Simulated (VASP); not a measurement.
Input of a VASP 6.6.1 run:

The input INCAR:

```
SYSTEM = Ca
PREC     = Accurate       ! precision mode
ENCUT    = 520            ! plane-wave cutoff, eV
EDIFF    = 1E-7           ! SCF threshold, eV
ISMEAR   = 0              ! smearing method
SIGMA    = 0.15           ! smearing width, eV
LREAL    = .FALSE.        ! projectors in reciprocal space
LASPH    = .TRUE.         ! aspherical terms in the spheres
NELM     = 100            ! most SCF steps
ALGO     = Normal         ! electronic algorithm
ISIF     = 2              ! what is computed and relaxed
LWAVE    = .FALSE.        ! write WAVECAR
LCHARG   = .FALSE.        ! write CHGCAR
GGA      = PS             ! functional
NBANDS   = 17             ! bands
```

The input KPOINTS:

```
Automatic mesh
0
G
  14 14 8
  0 0 0
```

Contents of POSCAR:

```
Ca
1.0
    1.9712759950     -3.3954901800      0.0000000000
    1.9712759950      3.3954901800      0.0000000000
    0.0000000000      0.0000000000      6.5091117400
Ca
2
Direct
    0.8355866000      0.1644134000      0.2500000000
    0.1644134000      0.8355866000      0.7500000000
```

Potentials or basis: VASP PAW PBE potentials, release 64 (Ca_sv).

Launch:

```bash
$ cat potpaw_PBE.64/Ca_sv/POTCAR > POTCAR
$ mpirun -np 1 vasp_std > vasp.out
```

Task: What does it give for the largest force?

Result: 0.015 eV/Å.

Task: Predict the band gap on the k mesh.

Result: Zero (band 10 reaches 2.02 eV, above the bottom of band 11 at 1.54 eV).

Task: What does it give for the pressure?

Result: -1.1 GPa.

Stress tensor (GPa, compression positive):
```
-1.11  0.00  0.00
 0.00 -0.89  0.00
 0.00  0.00 -1.19
```

Caveat: the PAW data sets were made with another functional, which shifts forces and pressure a little.
